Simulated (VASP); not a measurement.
Input of a VASP 6.6.1 run:

Contents of INCAR:

```
ALGO = Normal
EDIFF = 1E-7
EDIFFG = -0.005
ENCUT = 600
GGA = PE
IBRION = 2
ISIF = 3
ISMEAR = -1
LASPH = T
LCHARG = F
LREAL = F
LWAVE = F
NELM = 60
NSW = 60
PREC = Accurate
SIGMA = 0.05
```

Contents of KPOINTS:

```
k-points
0
Gamma
  14 14 14
```

Contents of POSCAR:

```
I
1.0
    0.0000000000      2.5712815907      2.5712815907
    2.5712815907      0.0000000000      2.5712815907
    2.5712815907      2.5712815907      0.0000000000
I
1
Direct
    0.0000000000      0.0000000000      0.0000000000
```

Potentials or basis: VASP PAW PBE potentials, release 64 (I).

The run is started by

```bash
$ cat potpaw_PBE.64/I/POTCAR > POTCAR
$ mpirun -np 1 vasp_std > vasp.out
```

Question: Estimate the band gap on the k mesh.

Answer: Zero (an odd number of electrons rules out a gap without spin polarisation).

Question: What does it give for the relaxed cell?

Answer: a = 3.673 Å, b = 3.673 Å, c = 3.673 Å, α = 60.00°, β = 60.00°, γ = 60.00°.

Step by step:
```
step  energy change (eV)  largest force (eV/Å)  pressure (GPa)  volume (Å³)
   1              0.0000                0.0000            0.76        34.00
   2             -0.0022                0.0000            0.16        34.80
   3             -0.0023                0.0000           -0.01        35.04
```

Caveat: spin-orbit coupling is left out, which moves the levels of the heavy elements; an odd number of electrons without spin polarisation forces a metal; a magnetic or distorted state may lie lower.
